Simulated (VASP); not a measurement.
# Cu (Fm-3m) in VASP: a series of runs, part 2 of 2

VASP 6.6.1. The steps go on from the part before.

### 4 Single point, r2SCAN

The input, POSCAR:

```
Cu
1.0
    0.0000000000      1.7881324402      1.7881324402
    1.7881324402      0.0000000000      1.7881324402
    1.7881324402      1.7881324402      0.0000000000
Cu
1
Direct
    0.0000000000      0.0000000000      0.0000000000
```

The input, INCAR.step1:

```
SYSTEM = Cu
PREC = Accurate ; ENCUT = 520
ISMEAR = -1 ; SIGMA = 0.1
LREAL = .FALSE. ; LASPH = .TRUE.
NELM = 100 ; NBANDS = 12
GGA = PE ; ALGO = Normal
EDIFF = 1E-4 ; LWAVE = .TRUE.
LCHARG = .FALSE.
```

The input, INCAR.step2:

```
SYSTEM = Cu
PREC = Accurate ; ENCUT = 520
EDIFF = 1E-6 ; ISMEAR = -1
SIGMA = 0.1 ; LREAL = .FALSE.
LASPH = .TRUE. ; NELM = 100
ALGO = Normal ; ISIF = 2
LWAVE = .FALSE. ; LCHARG = .FALSE.
METAGGA = R2SCAN ; LMIXTAU = .TRUE.
NBANDS = 12 ; ISTART = 1
```

The input, KPOINTS:

```
regular mesh
0
G
  25 25 25
  0 0 0
```

Potentials or basis: VASP PAW PBE potentials, release 64 (Cu).

On the command line:

```
$ cat potpaw_PBE.64/Cu/POTCAR > POTCAR
$ cp INCAR.step1 INCAR
$ mpirun -np 1 vasp_std > vasp.out
$ cp INCAR.step2 INCAR
$ mpirun -np 1 vasp_std > vasp.out
```

OUTCAR:

```text
SYSTEM = Cu
   PREC = Accurate
   ENCUT = 520
   EDIFF = 1E-6
   ISMEAR = -1
   LREAL = .FALSE.
   LASPH = .TRUE.
   NELM = 100
   ISIF = 2
   METAGGA = R2SCAN
   ISTART = 1

 ion  position               nearest neighbor table
   1  0.000  0.000  0.000-

  LATTYP: Found a face centered cubic cell.
 ALAT       =     3.5762648804

  Lattice vectors:

 A1 = (   0.0000000000,   1.7881324402,   1.7881324402)
 A2 = (   1.7881324402,   0.0000000000,   1.7881324402)
 A3 = (   1.7881324402,   1.7881324402,   0.0000000000)

Analysis of symmetry for initial positions (statically):
=====================================================================
 Subroutine PRICEL returns:
 Original cell was already a primitive cell.

 Routine SETGRP: Setting up the symmetry group for a
 face centered cubic supercell.

 Subroutine GETGRP returns: Found 48 space group operations
 (whereof 48 operations were pure point group operations)
 out of a pool of 48 trial point group operations.

The static configuration has the point symmetry O_h .

Analysis of symmetry for dynamics (positions and initial velocities):
=====================================================================
[... 160 lines left out ...]
 Fermi energy:         7.8226520893

 k-point     1 :       0.0000    0.0000    0.0000
  band No.  band energies     occupation
      1      -2.1255      2.00000
      2       4.5587      2.00000
      3       4.5588      2.00000
      4       4.5588      2.00000
      5       5.4170      2.00000
      6       5.4170      2.00000
      7      31.4524      0.00000
      8      34.7438      0.00000
      9      34.7438      0.00000
     10      34.7441      0.00000
     11      37.1595      0.00000
     12      37.1596      0.00000
[... 331 lines left out ...]
 k-point    24 :       0.4400    0.0400    0.0000
  band No.  band energies     occupation
      1       2.2841      2.00000
      2       4.5121      2.00000
      3       4.5604      2.00000
      4       5.4655      2.00000
      5       6.0009      2.00000
      6       6.3385      2.00000
      7      13.3239      0.00000
      8      29.7210      0.00000
      9      30.5077      0.00000
     10      31.4500      0.00000
     11      35.0171      0.00000
     12      35.6920      0.00000

 [... further k-points ...]
[... 5 lines left out ...]
  --------------------------------------------------------------------------------------
  -------------------------------------------------------------------------------------
  Total        0.0394901      0.0394901      0.0394901      0.0000000      0.0000000      0.0000000
  in kB        5.5331127      5.5331127      5.5331127      0.0000000      0.0000000      0.0000000
  external PRESSURE =       5.5331127 kB  Pullay stress =       0.0000000 kB

 VOLUME and BASIS-vectors are now :
 -----------------------------------------------------------------------------
  energy-cutoff  :      520.00
  volume of cell :       11.43
      direct lattice vectors                 reciprocal lattice vectors
     0.000000000  1.788132440  1.788132440    -0.279621346  0.279621346  0.279621346
     1.788132440  0.000000000  1.788132440     0.279621346 -0.279621346  0.279621346
     1.788132440  1.788132440  0.000000000     0.279621346  0.279621346 -0.279621346

 POSITION                                       TOTAL-FORCE (eV/Angst)
 -----------------------------------------------------------------------------------
      0.00000      0.00000      0.00000         0.000000      0.000000      0.000000
 -----------------------------------------------------------------------------------
    total drift:                                0.000000      0.000000      0.000000

  FREE ENERGIE OF THE ION-ELECTRON SYSTEM (eV)
  ---------------------------------------------------
  free  energy   TOTEN  =       -10.8306170900 eV

  energy  without entropy=      -10.8205980879  energy(sigma->0) =      -10.82560759
```

OUTCAR.step1:

```text
SYSTEM = Cu
   PREC = Accurate
   ENCUT = 520
   ISMEAR = -1
   LREAL = .FALSE.
   LASPH = .TRUE.
[... 576 lines left out ...]
 -----------------------------------------------------------------------------------
      0.00000      0.00000      0.00000         0.000000      0.000000      0.000000
 -----------------------------------------------------------------------------------
    total drift:                                0.000000      0.000000      0.000000

  FREE ENERGIE OF THE ION-ELECTRON SYSTEM (eV)
  ---------------------------------------------------
  free  energy   TOTEN  =        -3.7193426872 eV

  energy  without entropy=       -3.7089345264  energy(sigma->0) =       -3.71413861
```

OSZICAR.step1:

```text
N       E                     dE             d eps       ncg     rms          rms(c)
DAV:   1     0.422400981796E+02    0.42240E+02   -0.53849E+03 12136   0.155E+03
DAV:   2    -0.333250986902E+01   -0.45573E+02   -0.42172E+02 11200   0.205E+02
DAV:   3    -0.463051884138E+01   -0.12980E+01   -0.12888E+01 12832   0.398E+01
DAV:   4    -0.463838270333E+01   -0.78639E-02   -0.78628E-02 12408   0.273E+00
DAV:   5    -0.463845239243E+01   -0.69689E-04   -0.69688E-04 13024   0.261E-01    0.774E+00
DAV:   6    -0.407739242270E+01    0.56106E+00   -0.14105E+01 13024   0.718E+01    0.375E+00
DAV:   7    -0.373308328430E+01    0.34431E+00   -0.21713E+00 13040   0.280E+01    0.622E-01
DAV:   8    -0.372065912627E+01    0.12424E-01   -0.44437E-03 12924   0.796E-01    0.273E-01
DAV:   9    -0.371933980311E+01    0.13193E-02   -0.78970E-03 13704   0.155E+00    0.284E-02
DAV:  10    -0.371934268717E+01   -0.28841E-05   -0.26308E-05  6824   0.933E-02
   1 F= -.37193427E+01 E0= -.37141386E+01  d E =-.104082E-01
```

It took 5.8 min on 1 thread of Intel Xeon 8259CL, shared host; peak memory 0.18 GiB.

Results:

```yaml
Free_energy: -10.8306 eV
Pressure: 0.6 GPa
```

Levels at points of the mesh, in eV from the Fermi level:
```csv
k point,band 3,band 4,band 5,band 6,band 7,band 8,band 9,band 10
"(0.00, 0.00, 0.00)",-3.26,-3.26,-2.41,-2.41,23.63,26.92,26.92,26.92
```

Caveat: the PAW data sets were made with another functional, which shifts forces and pressure a little.

### 5 Single point, r2SCAN

The input, POSCAR:

```
Cu
1.0
    0.0000000000      1.7881324404      1.7881324404
    1.7881324404      0.0000000000      1.7881324404
    1.7881324404      1.7881324404      0.0000000000
Cu
1
Direct
    0.0000000000      0.0000000000      0.0000000000
```

The input, INCAR.step1:

```
ALGO = Normal
EDIFF = 1E-4
ENCUT = 520
GGA = PE
ISMEAR = -1
LASPH = True
LCHARG = False
LREAL = False
LWAVE = True
NBANDS = 12
NELM = 60
PREC = Accurate
SIGMA = 0.1
```

The input, INCAR.step2:

```
ALGO = Normal
EDIFF = 1E-6
ENCUT = 520
ISIF = 2
ISMEAR = -1
ISTART = 1
LASPH = True
LCHARG = False
LMIXTAU = True
LREAL = False
LWAVE = False
METAGGA = R2SCAN
NBANDS = 12
NELM = 60
PREC = Accurate
SIGMA = 0.1
```

The input, KPOINTS:

```
k-points
0
Gamma
  15 15 15
```

Potentials or basis: VASP PAW PBE potentials, release 64 (Cu).

On the command line:

```
$ cat potpaw_PBE.64/Cu/POTCAR > POTCAR
$ cp INCAR.step1 INCAR
$ mpirun -np 1 vasp_std > vasp.out
$ cp INCAR.step2 INCAR
$ mpirun -np 1 vasp_std > vasp.out
```

OUTCAR:

```text
EDIFF = 1E-6
   ENCUT = 520
   ISIF = 2
   ISMEAR = -1
   ISTART = 1
   LASPH = True
   LREAL = False
   METAGGA = R2SCAN
   NELM = 60
   PREC = Accurate

 ion  position               nearest neighbor table
   1  0.000  0.000  0.000-

  LATTYP: Found a face centered cubic cell.
 ALAT       =     3.5762648808

  Lattice vectors:

 A1 = (   0.0000000000,   1.7881324404,   1.7881324404)
 A2 = (   1.7881324404,   0.0000000000,   1.7881324404)
 A3 = (   1.7881324404,   1.7881324404,   0.0000000000)

Analysis of symmetry for initial positions (statically):
=====================================================================
 Subroutine PRICEL returns:
 Original cell was already a primitive cell.

 Routine SETGRP: Setting up the symmetry group for a
 face centered cubic supercell.

 Subroutine GETGRP returns: Found 48 space group operations
 (whereof 48 operations were pure point group operations)
 out of a pool of 48 trial point group operations.

The static configuration has the point symmetry O_h .

Analysis of symmetry for dynamics (positions and initial velocities):
[... 158 lines left out ...]
 val. band max:        7.8646932189   @ k =  -0.4000   0.1333   0.0000
 cond. band min:       7.8874889581   @ k =  -0.4667   0.1333   0.0667
 fundamental gap:      0.0227957392
 Fermi energy:         7.8826296288

 k-point     1 :       0.0000    0.0000    0.0000
  band No.  band energies     occupation
      1      -2.1263      2.00000
      2       4.5543      2.00000
      3       4.5544      2.00000
      4       4.5544      2.00000
      5       5.4122      2.00000
      6       5.4122      2.00000
      7      31.4518      0.00000
      8      34.7439      0.00000
      9      34.7439      0.00000
     10      34.7443      0.00000
     11      37.1580      0.00000
     12      37.1581      0.00000
[... 331 lines left out ...]
 k-point    24 :       0.2000    0.1333    0.0000
  band No.  band energies     occupation
      1      -0.6285      2.00000
      2       4.1599      2.00000
      3       4.8386      2.00000
      4       4.8716      2.00000
      5       5.1497      2.00000
      6       5.5605      2.00000
      7      26.5224      0.00000
      8      29.0533      0.00000
      9      29.8899      0.00000
     10      32.2197      0.00000
     11      35.5525      0.00000
     12      41.1403      0.00000

 [... further k-points ...]
[... 5 lines left out ...]
  --------------------------------------------------------------------------------------
  -------------------------------------------------------------------------------------
  Total        0.0324301      0.0324301      0.0324301     -0.0000000      0.0000000     -0.0000000
  in kB        4.5439056      4.5439056      4.5439056     -0.0000000      0.0000000     -0.0000000
  external PRESSURE =       4.5439056 kB  Pullay stress =       0.0000000 kB

 VOLUME and BASIS-vectors are now :
 -----------------------------------------------------------------------------
  energy-cutoff  :      520.00
  volume of cell :       11.43
      direct lattice vectors                 reciprocal lattice vectors
     0.000000000  1.788132440  1.788132440    -0.279621346  0.279621346  0.279621346
     1.788132440  0.000000000  1.788132440     0.279621346 -0.279621346  0.279621346
     1.788132440  1.788132440  0.000000000     0.279621346  0.279621346 -0.279621346

 POSITION                                       TOTAL-FORCE (eV/Angst)
 -----------------------------------------------------------------------------------
      0.00000      0.00000      0.00000        -0.000000      0.000000     -0.000000
 -----------------------------------------------------------------------------------
    total drift:                               -0.000000     -0.000000     -0.000000

  FREE ENERGIE OF THE ION-ELECTRON SYSTEM (eV)
  ---------------------------------------------------
  free  energy   TOTEN  =       -10.8304952486 eV

  energy  without entropy=      -10.8206503108  energy(sigma->0) =      -10.82557278
```

Run time: 1.7 min. Hardware: 1 thread of AMD EPYC 7R43 (Zen 3), shared host; peak memory 0.1 GiB.

What came out:

```
Free energy : -10.8305 eV
Pressure    : 0.5 GPa
```

Levels at points of the mesh, in eV from the Fermi level:
```tsv
k point	band 2	band 3	band 4	band 5	band 6	band 7	band 8	band 9	band 10	band 11
(0.00, 0.00, 0.00)	-3.33	-3.33	-3.33	-2.47	-2.47	23.57	26.86	26.86	26.86	29.28
```

Caveat: the PAW data sets were made with another functional, which shifts forces and pressure a little.

### 6 Single point, r2SCAN (volume scaled by 0.96)

The input, POSCAR:

```
Cu
1.0
    0.0000000000      1.7639655260      1.7639655260
    1.7639655260      0.0000000000      1.7639655260
    1.7639655260      1.7639655260      0.0000000000
Cu
1
Direct
    0.0000000000      0.0000000000      0.0000000000
```

The input, INCAR.step1:

```
PREC = Accurate
ENCUT = 520
ISMEAR = -1
SIGMA = 0.1
LREAL = F
LASPH = T
NELM = 100
NBANDS = 12
GGA = PE
ALGO = Normal
EDIFF = 1E-4
LWAVE = T
LCHARG = F
```

The input, INCAR.step2:

```
PREC = Accurate
ENCUT = 520
EDIFF = 1E-7
ISMEAR = -1
SIGMA = 0.1
LREAL = F
LASPH = T
NELM = 100
ALGO = Normal
ISIF = 2
LWAVE = F
LCHARG = F
METAGGA = R2SCAN
LMIXTAU = T
NBANDS = 12
ISTART = 1
```

The input, KPOINTS:

```
regular mesh
0
Gamma
  25 25 25
```

Potentials or basis: VASP PAW PBE potentials, release 64 (Cu).

On the command line:

```
$ cat potpaw_PBE.64/Cu/POTCAR > POTCAR
$ cp INCAR.step1 INCAR
$ mpirun -np 1 vasp_std > vasp.out
$ cp INCAR.step2 INCAR
$ mpirun -np 1 vasp_std > vasp.out
```

It took 6 min on 1 thread of AMD EPYC 7R43 (Zen 3), shared host; peak memory 0.13 GiB.

The run converged. Its results:

```yaml
Free_energy: -10.8179 eV
Pressure: 8.1 GPa
```

Levels at points of the mesh, in eV from the Fermi level:
| k point | band 3 | band 4 | band 5 | band 6 | band 7 | band 8 | band 9 | band 10 |
| --- | --- | --- | --- | --- | --- | --- | --- | --- |
| (0.00, 0.00, 0.00) | -3.41 | -3.41 | -2.50 | -2.50 | 23.96 | 27.58 | 27.58 | 27.58 |

Caveat: the PAW data sets were made with another functional, which shifts forces and pressure a little.

### 7 The runs side by side

| cell | k mesh | gap on the mesh (eV) | pressure (GPa) |
| --- | --- | --- | --- |
| a = 2.529 Å, angles 60.0°, 1 atom | 16 × 16 × 16 | none | 0.6 |
| a = 2.529 Å, angles 60.0°, 1 atom | 22 × 22 × 22 | none | 0.6 |
| a = 2.529 Å, angles 60.0°, 1 atom | 25 × 25 × 25 | none | 0.6 |
| a = 2.529 Å, angles 60.0°, 1 atom | 15 × 15 × 15 | none | 0.5 |
| a = 2.495 Å, angles 60.0°, 1 atom | 25 × 25 × 25 | none | 8.1 |

Alike in all rows: task single point; level r2SCAN; potentials or basis VASP PAW PBE potentials, release 64 (Cu); no spin polarisation; cutoff (eV) 520; smearing fermi-dirac 0.1 eV.

Every run on the cell as given and a fine mesh finds a metal.

Caveats: the PAW data sets were made with another functional, which shifts forces and pressure a little.

Total energies depend on the potentials used, so only differences within one code and one set of settings carry meaning.
